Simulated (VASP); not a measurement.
Wanted: the native input for a VASP 6.6.1 run.

```
Task                   : single point
Functional             : PBEsol
Potentials or basis    : VASP PAW PBE potentials, release 64 (Zn, Se)
Cutoff                 : 500 eV
k mesh                 : 8 × 8 × 8
Occupations            : methfessel-paxton, width 0.02 eV
Spin                   : no spin polarisation
Dipole correction      : no
Further INCAR settings : ALGO = Normal; EDIFF = 1e-06; NBANDS = 16
```

The structure of ZnSe lies in POSCAR:

```
ZnSe
1.0
    0.0000000000      2.8753363257      2.8753363257
    2.8753363257      0.0000000000      2.8753363257
    2.8753363257      2.8753363257      0.0000000000
Zn Se
1 1
Direct
    0.0000000000      0.0000000000      0.0000000000
    0.7500000000      0.7500000000      0.7500000000
```

The input as run:

INCAR

```
SYSTEM = ZnSe
  ALGO = Normal
  EDIFF = 1E-6
  ENCUT = 500
  GGA = PS
  GGA_COMPAT = .False.
  ISIF = 2
  ISMEAR = 1
  LASPH = .True.
  LCHARG = .False.
  LREAL = .False.
  LWAVE = .False.
  NBANDS = 16
  NELM = 120
  PREC = Accurate
  SIGMA = 0.02
```

KPOINTS

```
k-points
0
Gamma
  8 8 8
  0 0 0
```

Potentials or basis: VASP PAW PBE potentials, release 64 (Zn, Se).

Run with:

```bash
$ cat potpaw_PBE.64/Zn/POTCAR potpaw_PBE.64/Se/POTCAR > POTCAR
$ mpirun -np 1 vasp_std > vasp.out
```

Results of the run:

The pressure is -3.3 GPa and the band gap on the k mesh is 1.00 eV, direct.

Caveat: the PAW data sets were made with another functional, which shifts forces and pressure a little.

It took 9.3 s on 1 thread of Intel(R) Xeon(R) 6975P-C (Granite Rapids), on a shared host, peak memory 0.17 GiB.
